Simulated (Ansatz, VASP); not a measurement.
# Two plane-wave programs on RbBr

Contents of INCAR:

```
ALGO     = Normal         # electronic algorithm
EDIFF    = 1E-6           # SCF threshold, eV
ENCUT    = 520            # plane-wave cutoff, eV
GGA      = PE             # functional
ISIF     = 2              # what is computed and relaxed
ISMEAR   = 0              # smearing method
LASPH    = T              # aspherical terms in the spheres
LCHARG   = F              # write CHGCAR
LREAL    = F              # projectors in reciprocal space
LWAVE    = F              # write WAVECAR
NBANDS   = 15             # bands
NELM     = 80             # most SCF steps
PREC     = Accurate       # precision mode
SIGMA    = 0.05           # smearing width, eV
```

KPOINTS

```
k-points
0
Gamma
  6 6 6
```

File POSCAR:

```
RbBr
1.0
    0.0000000000      3.4275000000      3.4275000000
    3.4275000000      0.0000000000      3.4275000000
    3.4275000000      3.4275000000      0.0000000000
Rb Br
1 1
Direct
    0.0000000000      0.0000000000      0.0000000000
    0.4562363239      0.4562363239      0.4199813075
```

Input for Ansatz:

```yaml
crystal:
  lattice:
    - [0.0, 3.4275, 3.4275]
    - [3.4275, 0.0, 3.4275]
    - [3.4275, 3.4275, 0.0]
  atoms:
    - { symbol: Rb, position: [0.0, 0.0, 0.0] }
    - { symbol: Br, position: [0.4562363239, 0.4562363239, 0.4199813075] }
basis:
  ecutwfc: 420
kpoints:
  mp_grid: { grid: [6, 6, 6] }
hamiltonian:
  xc: pbe
scf:
  occupations: { method: gaussian, width: 0.05 }
output:
  forces: true
  stress: true
  eigenvalues: true
```

Alike in both runs: task single point; functional PBE; k mesh 6 × 6 × 6; occupations gaussian, width 0.05 eV; no spin polarisation.

```csv
,VASP,Ansatz
version,VASP 6.6.1,Ansatz 0.2.0
potentials or method,"VASP PAW PBE potentials, release 64 (Rb_sv, Br), cutoff 520 eV","scalar-relativistic, plane waves, PAW"
valence electrons in the cell,16,16
```

|  | VASP | Ansatz | Ansatz less VASP |
| --- | --- | --- | --- |
| gap on the k mesh at the Fermi level (eV) | 4.46 | 4.46 | +0.002 |
| least direct gap on the mesh (eV) | 4.46 | 4.46 | +0.002 |
| pressure (GPa) | 3.1 | 3.1 | -0.05 |
| traceless stress, the component that is largest in VASP (GPa) | -1.17 | -1.16 | +0.014 |
| rms of the force components (eV/Å) | 0.499 | 0.493 | -0.0054 |

Atom by atom the forces differ by 0.005 eV/Å (rms over components).
